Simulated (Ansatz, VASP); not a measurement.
# ScH: VASP beside Ansatz

```
Sc H
1.0
    -1.63763    1.63763    2.34013
     1.63763   -1.63763    2.34013
     1.63763    1.63763   -2.34013
Sc H
1 1
Direct
  0.00000 0.00000 0.00000
  0.50000 0.50000 0.00000
```

Alike in both runs: task relaxation of cell and atoms; functional r2SCAN; k mesh 8 × 8 × 8; occupations gaussian, width 0.1 eV; no spin polarisation.

```csv
,VASP,Ansatz
version,VASP 6.6.1,Ansatz 0.2.0
potentials or method,"VASP PAW PBE potentials, release 64 (Sc_sv, H), cutoff 600 eV","scalar-relativistic, plane waves, PAW"
valence electrons in the cell,12,12
```

|  | VASP | Ansatz | Ansatz less VASP |
| --- | --- | --- | --- |
| gap on the k mesh at the Fermi level, each at its own relaxed structure (eV) | none | none | - |
| relaxed volume (Å³/atom) | 11.93 | 11.83 | -0.106 |
| relaxed length of the cell vector where the two differ most in proportion (Å) | 3.306 | 3.301 | -0.0047 |

VASP's potentials were made for PBE, not for r2SCAN. A gap of «none» marks a metal or a gap that the smearing closes.
